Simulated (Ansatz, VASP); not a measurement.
# Two plane-wave programs on Cs

Contents of INCAR:

```
PREC = Accurate
ENCUT = 600
EDIFF = 1E-7
ISMEAR = -1
SIGMA = 0.1
LREAL = False
LASPH = True
NELM = 80
ALGO = Normal
ISIF = 3
LWAVE = False
LCHARG = False
GGA = PE
IBRION = 2
NSW = 80
EDIFFG = -0.01
```

File KPOINTS:

```
regular mesh
0
Gamma
  7 7 4
```

File POSCAR:

```
Cs
1.0
    5.3854752340      0.0000000000      0.0000000000
   -2.6927376170      4.6639583641      0.0000000000
    0.0000000000      0.0000000000      8.7944810571
Cs
2
Direct
    0.3333333333      0.6666666667      0.2500000000
    0.6666666667      0.3333333333      0.7500000000
```

Input for Ansatz:

```yaml
crystal:
  lattice:
    - [5.385475234, 0.0, 0.0]
    - [-2.692737617, 4.6639583641, 0.0]
    - [0.0, 0.0, 8.7944810571]
  atoms:
    - { symbol: Cs, position: [0.3333333333, 0.6666666667, 0.25] }
    - { symbol: Cs, position: [0.6666666667, 0.3333333333, 0.75] }
hamiltonian:
  xc: pbe
  pseudopotentials:
    kind: paw
    azcp:
      Cs: "pseudopotentials/Cs.paw.azcp"
basis:
  ecutwfc: 420
  fft_grid_basis: typed
kpoints:
  mp_grid: { grid: [7, 7, 4], shift: [0, 0, 0] }
magnetization:
  spin_polarized: false
scf:
  occupations: { method: fermi_dirac, width: 0.1 }
relax:
  max_steps: 60
  f_tol: 0.01
  cell: {}
```

Alike in both runs: task relaxation of cell and atoms; functional PBE; k mesh 7 × 7 × 4; occupations fermi-dirac, width 0.1 eV; no spin polarisation.

|  | VASP | Ansatz |
| --- | --- | --- |
| version | VASP 6.6.1 | Ansatz 0.2.0 |
| potentials or method | VASP PAW PBE potentials, release 64 (Cs_sv), cutoff 600 eV | plane waves (420 eV) with PAW, scalar-relativistic |
| valence electrons in the cell | 18 | 18 |

VASP gave:

| Property | Result |
| --- | --- |
| relaxed volume (Å³/atom) | 117.08 |
| relaxed cell length with the largest relative difference (Å) | 5.486 |

**Question.** Estimate Ansatz's values.

**Answer.** Relaxed volume (Å³/atom): 116.84; relaxed cell length with the largest relative difference (Å): 5.481.

Neither program's run includes spin-orbit coupling.
